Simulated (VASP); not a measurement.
# Sb (Fm-3m) in VASP: notebook

The runs below take Sb through single point, with PBEsol.

Everything below comes from runs of VASP 6.6.1. Logs are shortened: lines on timing, memory, paths and dates and some standing lists are left out, and cuts for length are marked.

## Step 1: The cell of the first run

The structure is cubic, space group Fm-3m (No. 225). Conventional cell: a = 4.671 Å, b = 4.671 Å, c = 4.671 Å, α = 90.00°, β = 90.00°, γ = 90.00°. Sb (site symmetry m-3m) has 12 Sb at 3.30 Å within 4.3 Å.

## Step 2: Single point, PBEsol (volume scaled by 1.04)

File INCAR:

```
PREC = Accurate
ENCUT = 520
EDIFF = 1E-6
ISMEAR = -1
SIGMA = 0.05
LREAL = F
LASPH = T
NELM = 60
ALGO = Normal
ISIF = 2
LWAVE = F
LCHARG = T
GGA = PS
LELF = T
LVHAR = T
NBANDS = 8
```

File KPOINTS:

```
Automatic mesh
0
Gamma
  12 12 12
```

File POSCAR:

```
Sb
1.0
    0.0000000000      2.3353324258      2.3353324258
    2.3353324258      0.0000000000      2.3353324258
    2.3353324258      2.3353324258      0.0000000000
Sb
1
Direct
    0.0000000000      0.0000000000      0.0000000000
```

Potentials or basis: VASP PAW PBE potentials, release 64 (Sb).

Launch:

```bash
cat potpaw_PBE.64/Sb/POTCAR > POTCAR
mpirun -np 1 vasp_std > vasp.out
```

OUTCAR:

```text
PREC = Accurate
   ENCUT = 520
   EDIFF = 1E-6
   ISMEAR = -1
   LREAL = F
   LASPH = T
   NELM = 60
   ISIF = 2
   GGA = PS

 ion  position               nearest neighbor table
   1  0.000  0.000  0.000-

  LATTYP: Found a face centered cubic cell.
 ALAT       =     4.6706648516

  Lattice vectors:

 A1 = (   0.0000000000,   2.3353324258,   2.3353324258)
 A2 = (   2.3353324258,   0.0000000000,   2.3353324258)
 A3 = (   2.3353324258,   2.3353324258,   0.0000000000)

Analysis of symmetry for initial positions (statically):
=====================================================================
 Subroutine PRICEL returns:
 Original cell was already a primitive cell.

 Routine SETGRP: Setting up the symmetry group for a
 face centered cubic supercell.

 Subroutine GETGRP returns: Found 48 space group operations
 (whereof 48 operations were pure point group operations)
 out of a pool of 48 trial point group operations.

The static configuration has the point symmetry O_h .

Analysis of symmetry for dynamics (positions and initial velocities):
=====================================================================
 Subroutine PRICEL returns:
 Original cell was already a primitive cell.

 Routine SETGRP: Setting up the symmetry group for a
 face centered cubic supercell.

 Subroutine GETGRP returns: Found 48 space group operations
 (whereof 48 operations were pure point group operations)
 out of a pool of 48 trial point group operations.

The dynamic configuration has the point symmetry O_h .

 Subroutine INISYM returns: Found 48 space group operations
 (whereof 48 operations are pure point group operations),
 and found     1 'primitive' translations

----------------------------------------------------------------------------------------

                                     Primitive cell

  volume of cell :      25.4728

  direct lattice vectors                    reciprocal lattice vectors
     0.000000000  2.335332426  2.335332426    -0.214102281  0.214102281  0.214102281
     2.335332426  0.000000000  2.335332426     0.214102281 -0.214102281  0.214102281
     2.335332426  2.335332426  0.000000000     0.214102281  0.214102281 -0.214102281

  length of vectors
     3.302658789  3.302658789  3.302658789     0.370836029  0.370836029  0.370836029

  position of ions in fractional coordinates (direct lattice)
     0.000000000  0.000000000  0.000000000

  ion indices of the primitive-cell ions
   primitive index   ion index
                 1           1

----------------------------------------------------------------------------------------

 KPOINTS: Automatic mesh

Automatic generation of k-mesh.
 Grid dimensions read from file:
 generate k-points for:   12   12   12

 Generating k-lattice:

  Cartesian coordinates                     Fractional coordinates (reciprocal lattice)
    -0.017841857  0.017841857  0.017841857     0.083333333  0.000000000  0.000000000
     0.017841857 -0.017841857  0.017841857     0.000000000  0.083333333  0.000000000
     0.017841857  0.017841857 -0.017841857     0.000000000  0.000000000  0.083333333

  Length of vectors
     0.030903002  0.030903002  0.030903002

  Shift w.r.t. Gamma in fractional coordinates (k-lattice)
     0.000000000  0.000000000  0.000000000

 Subroutine IBZKPT returns following result:
 ===========================================

 Found     72 irreducible k-points:

 Following reciprocal coordinates:
            Coordinates               Weight
  0.000000  0.000000  0.000000      1.000000
  0.083333  0.000000  0.000000      8.000000
  0.166667  0.000000  0.000000      8.000000
  0.250000  0.000000  0.000000      8.000000
  0.333333  0.000000  0.000000      8.000000
  0.416667  0.000000  0.000000      8.000000
[... 16 lines left out ...]
  0.500000  0.166667  0.000000     24.000000
 -0.416667  0.166667  0.000000     24.000000
 [... further k-points ...]
   k-points           NKPTS =     72   k-points in BZ     NKDIM =     72   number of bands    NBANDS=      8
   number of dos      NEDOS =    301   number of ions     NIONS =      1
   total plane-waves  NPLWV =  21952
   dimension x,y,z NGX =    28 NGY =   28 NGZ =   28
   dimension x,y,z NGXF=    56 NGYF=   56 NGZF=   56
   ions per type =               1
   NGX,Y,Z   is equivalent  to a cutoff of  14.09, 14.09, 14.09 a.u.
   NGXF,Y,Z  is equivalent  to a cutoff of  28.19, 28.19, 28.19 a.u.
 SYSTEM =  unknown system
   PREC   = accura    normal or accurate (medium, high low for compatibility)
   ISTART =      0    job   : 0-new  1-cont  2-samecut
   ICHARG =      2    charge: 1-file 2-atom 10-const
   ISPIN  =      1    spin polarized calculation?
   LNONCOLLINEAR =      F non collinear calculations
   LSORBIT =      F    spin-orbit coupling
   LASPH  =      T    aspherical Exc in radial PAW
   ENCUT  =  520.0 eV  38.22 Ry    6.18 a.u.   6.14  6.14  6.14*2*pi/ulx,y,z
   NELM   =     60;   NELMIN=  2; NELMDL= -5     # of ELM steps
   EDIFF  = 0.1E-05   stopping-criterion for ELM
   LREAL  =      F    real-space projection
   EDIFFG = 0.1E-04   stopping-criterion for IOM
   NSW    =      0    number of steps for IOM
   IBRION =     -1    ionic relax: 0-MD 1-quasi-New 2-CG
   NFREE  =      0    steps in history (QN), initial steepest desc. (CG)
   ISIF   =      2    stress and relaxation
   ISYM   =      2    0-nonsym 1-usesym 2-fastsym
   POTIM  = 0.5000    time-step for ionic-motion
   TEBEG  =    0.0;   TEEND  =   0.0 temperature during run
   PSTRESS=    0.0 pullay stress
   NELECT =       5.0000    total number of electrons
   NUPDOWN=      -1.0000    fix difference up-down
   EMIN   =  10.00;   EMAX   =-10.00  energy-range for DOS
   EFERMI =   0.00;   METHOD = LEGACY
   ISMEAR =    -1;   SIGMA  =   0.05  broadening in eV -4-tet -1-fermi 0-gaus
   EFERMI_NEDOS =   21; number of points for ismear=-14 and -15
   IALGO  =     38    algorithm
   IMIX   =      4    mixing-type and parameters
     AMIX     =   0.40;   BMIX     =  1.00
     AMIX_MAG =   1.60;   BMIX_MAG =  1.00
  volume/ion in A,a.u.               =      25.47       171.90
  Fermi-wavevector in a.u.,A,eV,Ry     =   0.951421  1.797925 12.316023  0.905202
  Thomas-Fermi vector in A             =   2.079890
   LORBIT       =      0    0 simple, 1 ext, 2 COOP (PROOUT), +10 PAW based schemes
   GGA     = PS    functional components
   LHFCALC =     F    Hartree Fock is set to
   AEXX    =    0.0000 exact exchange contribution
   IVDW    =     0    specifies the selected vdW correction
   LEPSILON=     F    determine dielectric tensor
   LRPA    =     F    only Hartree local field effects (RPA)
 non-spin polarized calculation
  energy-cutoff  :      520.00
  volume of cell :       25.47
 maximum number of plane-waves:       701
 NGX is ok and might be reduce to    28
   NGX = 13   NGY = 13   NGZ = 13

 number of electron       5.0000000 magnetization

 Free energy of the ion-electron system (eV)
  ---------------------------------------------------
  ext. energy  EPLUGINS =         0.00000000
  ---------------------------------------------------
  free energy    TOTEN  =        -4.29221879 eV

  energy without entropy =       -4.28490937  energy(sigma->0) =       -4.28856408

 E-fermi :   9.1574     XC(G=0): -10.5751

 val. band max:        9.1323567320   @ k =  -0.1667   0.1667   0.0000
 cond. band min:       9.1658168986   @ k =   0.3333   0.2500   0.0833
 fundamental gap:      0.0334601666
 Fermi energy:         9.1573916154

 k-point     1 :       0.0000    0.0000    0.0000
  band No.  band energies     occupation
      1      -4.2681      2.00000
      2      14.8509      0.00000
      3      14.8509      0.00000
      4      14.8509      0.00000
      5      19.2966      0.00000
      6      19.2966      0.00000
      7      19.2966      0.00000
      8      19.3653      0.00000

 k-point     2 :       0.0833    0.0000    0.0000
  band No.  band energies     occupation
      1      -4.1231      2.00000
      2      13.4886      0.00000
      3      14.6500      0.00000
      4      14.6500      0.00000
      5      18.2851      0.00000
      6      19.6194      0.00000
      7      19.6194      0.00000
      8      21.2486      0.00000

 k-point     3 :       0.1667    0.0000    0.0000
  band No.  band energies     occupation
      1      -3.6898      2.00000
      2      10.9363      0.00000
      3      14.2024      0.00000
      4      14.2024      0.00000
      5      17.8214      0.00000
      6      20.1601      0.00000
      7      20.1601      0.00000
      8      21.8200      0.00000

 k-point     4 :       0.2500    0.0000    0.0000
  band No.  band energies     occupation
      1      -2.9757      2.00000
      2       8.3164      2.00000
      3      13.7291      0.00000
      4      13.7291      0.00000
      5      17.5677      0.00000
      6      19.7281      0.00000
      7      19.7281      0.00000
      8      20.8917      0.00000

 k-point     5 :       0.3333    0.0000    0.0000
  band No.  band energies     occupation
      1      -2.0065      2.00000
      2       5.9143      2.00000
      3      13.3462      0.00000
      4      13.3462      0.00000
      5      17.4956      0.00000
      6      19.0208      0.00000
      7      19.0208      0.00000
      8      19.8428      0.00000

 k-point     6 :       0.4167    0.0000    0.0000
  band No.  band energies     occupation
      1      -0.8879      2.00000
      2       3.9155      2.00000
      3      13.1033      0.00000
      4      13.1033      0.00000
      5      17.5785      0.00000
      6      18.5471      0.00000
      7      18.5471      0.00000
      8      19.0722      0.00000

 k-point     7 :       0.5000    0.0000    0.0000
  band No.  band energies     occupation
      1      -0.1951      2.00000
      2       2.9264      2.00000
      3      13.0205      0.00000
      4      13.0205      0.00000
      5      17.6720      0.00000
      6      18.3842      0.00000
      7      18.3842      0.00000
      8      18.7479      0.00000

 k-point     8 :       0.0833    0.0833    0.0000
  band No.  band energies     occupation
      1      -4.0747      2.00000
      2      14.0651      0.00000
      3      14.0651      0.00000
      4      14.0892      0.00000
      5      17.5990      0.00000
      6      20.2572      0.00000
      7      20.2572      0.00000
      8      21.0625      0.00000

 k-point     9 :       0.1667    0.0833    0.0000
  band No.  band energies     occupation
      1      -3.7373      2.00000
      2      11.8447      0.00000
      3      13.4269      0.00000
      4      14.0727      0.00000
      5      17.4146      0.00000
      6      19.7818      0.00000
      7      20.3609      0.00000
      8      21.0882      0.00000

 k-point    10 :       0.2500    0.0833    0.0000
  band No.  band energies     occupation
      1      -3.1160      2.00000
      2       9.2524      0.26038
      3      12.9049      0.00000
      4      13.5974      0.00000
      5      17.5109      0.00000
      6      19.1414      0.00000
      7      20.5499      0.00000
      8      21.0515      0.00000
[... 78 lines left out ...]
 k-point    18 :      -0.0833    0.0833    0.0000
  band No.  band energies     occupation
      1      -3.8819      2.00000
      2      12.4490      0.00000
      3      13.1811      0.00000
      4      14.8867      0.00000
      5      18.2388      0.00000
      6      19.5575      0.00000
      7      20.2346      0.00000
      8      21.3692      0.00000

 k-point    19 :       0.1667    0.1667    0.0000
  band No.  band energies     occupation
      1      -3.4960      2.00000
      2      12.3878      0.00000
      3      12.6545      0.00000
      4      12.6545      0.00000
      5      16.1909      0.00000
      6      18.1620      0.00000
      7      22.1401      0.00000
      8      22.1401      0.00000

 k-point    20 :       0.2500    0.1667    0.0000
  band No.  band energies     occupation
      1      -2.9695      2.00000
      2      10.2194      0.00000
      3      12.0447      0.00000
      4      12.3911      0.00000
      5      16.1577      0.00000
      6      17.2972      0.00000
      7      22.3223      0.00000
      8      22.6487      0.00000

 k-point    21 :       0.3333    0.1667    0.0000
  band No.  band energies     occupation
      1      -2.1703      2.00000
      2       7.8220      2.00000
      3      11.6471      0.00000
      4      11.6667      0.00000
      5      15.8726      0.00000
      6      18.1970      0.00000
      7      21.9417      0.00000
      8      22.0703      0.00000

 k-point    22 :       0.4167    0.1667    0.0000
  band No.  band energies     occupation
      1      -1.1417      2.00000
      2       5.6223      2.00000
      3      10.8296      0.00000
      4      11.5522      0.00000
      5      15.5928      0.00000
      6      19.7417      0.00000
      7      21.1177      0.00000
      8      21.9204      0.00000

 k-point    23 :       0.5000    0.1667    0.0000
  band No.  band energies     occupation
      1      -0.0753      2.00000
      2       3.9108      2.00000
      3      10.1373      0.00000
      4      11.7120      0.00000
      5      15.6198      0.00000
      6      20.4338      0.00000
      7      20.4601      0.00000
      8      22.7738      0.00000

 k-point    24 :      -0.4167    0.1667    0.0000
  band No.  band energies     occupation
      1       0.1617      2.00000
      2       3.5895      2.00000
      3       9.6581      0.00009
      4      12.1379      0.00000
      5      15.9490      0.00000
      6      20.0193      0.00000
      7      20.2286      0.00000
      8      23.3933      0.00000

 [... further k-points ...]

------------------------ aborting loop because EDIFF is reached ----------------------------------------

  FORCE on cell =-STRESS in cart. coord.  units (eV):
  Direction    XX          YY          ZZ          XY          YZ          ZX
  --------------------------------------------------------------------------------------
  -------------------------------------------------------------------------------------
  Total        0.3279245      0.3279245      0.3279245     -0.0000000      0.0000000     -0.0000000
  in kB       20.6256805     20.6256805     20.6256805     -0.0000000      0.0000000     -0.0000000
  external PRESSURE =      20.6256805 kB  Pullay stress =       0.0000000 kB

 VOLUME and BASIS-vectors are now :
 -----------------------------------------------------------------------------
  energy-cutoff  :      520.00
  volume of cell :       25.47
      direct lattice vectors                 reciprocal lattice vectors
     0.000000000  2.335332426  2.335332426    -0.214102281  0.214102281  0.214102281
     2.335332426  0.000000000  2.335332426     0.214102281 -0.214102281  0.214102281
     2.335332426  2.335332426  0.000000000     0.214102281  0.214102281 -0.214102281

 POSITION                                       TOTAL-FORCE (eV/Angst)
 -----------------------------------------------------------------------------------
      0.00000      0.00000      0.00000         0.000000     -0.000000     -0.000000
 -----------------------------------------------------------------------------------
    total drift:                                0.000000      0.000000      0.000000

  FREE ENERGIE OF THE ION-ELECTRON SYSTEM (eV)
  ---------------------------------------------------
  free  energy   TOTEN  =        -4.2922187909 eV

  energy  without entropy=       -4.2849093670  energy(sigma->0) =       -4.28856408
```

Wall time 12 s (1 thread of Intel Xeon 6975P-C, shared host); peak memory 0.16 GiB.

Results:

* Free energy: -4.2922 eV
* Pressure: 2.1 GPa

Caveat: the PAW data sets were made with another functional, which shifts forces and pressure a little; spin-orbit coupling is left out, which moves the levels of the heavy elements.

## Step 3: Single point, PBEsol (volume scaled by 1.06)

File INCAR:

```
ALGO     = Normal         # electronic algorithm
EDIFF    = 1E-6           # SCF threshold, eV
ENCUT    = 520            # plane-wave cutoff, eV
GGA      = PS             # functional
ISIF     = 2              # what is computed and relaxed
ISMEAR   = -1             # smearing method
LASPH    = True           # aspherical terms in the spheres
LCHARG   = False          # write CHGCAR
LREAL    = False          # projectors in reciprocal space
LWAVE    = False          # write WAVECAR
NBANDS   = 8              # bands
NELM     = 80             # most SCF steps
PREC     = Accurate       # precision mode
SIGMA    = 0.05           # smearing width, eV
```

File KPOINTS:

```
k-points
0
Gamma
  12 12 12
```

File POSCAR:

```
Sb
1.0
    0.0000000000      2.3502075557      2.3502075557
    2.3502075557      0.0000000000      2.3502075557
    2.3502075557      2.3502075557      0.0000000000
Sb
1
Direct
    0.0000000000      0.0000000000      0.0000000000
```

Potentials or basis: VASP PAW PBE potentials, release 64 (Sb).

Launch:

```bash
cat potpaw_PBE.64/Sb/POTCAR > POTCAR
mpirun -np 1 vasp_std > vasp.out
```

It took 14 s on 1 thread of Intel Xeon 6975P-C, shared host; peak memory 0.16 GiB.

Results (log left out):

```yaml
Free_energy: -4.2965 eV
Pressure: 0.7 GPa
```

Levels at points of the mesh, in eV from the Fermi level:
```csv
k point,band 1,band 2,band 3,band 4,band 5
"(0.00, 0.00, 0.00)",-13.26,5.56,5.56,5.56,10.08
"(0.50, 0.00, 0.00)",-9.30,-6.09,3.78,3.78,8.39
"(0.50, 0.50, 0.00)",-7.57,-5.16,0.35,0.35,4.13
```

Caveat: the PAW data sets were made with another functional, which shifts forces and pressure a little; spin-orbit coupling is left out, which moves the levels of the heavy elements.
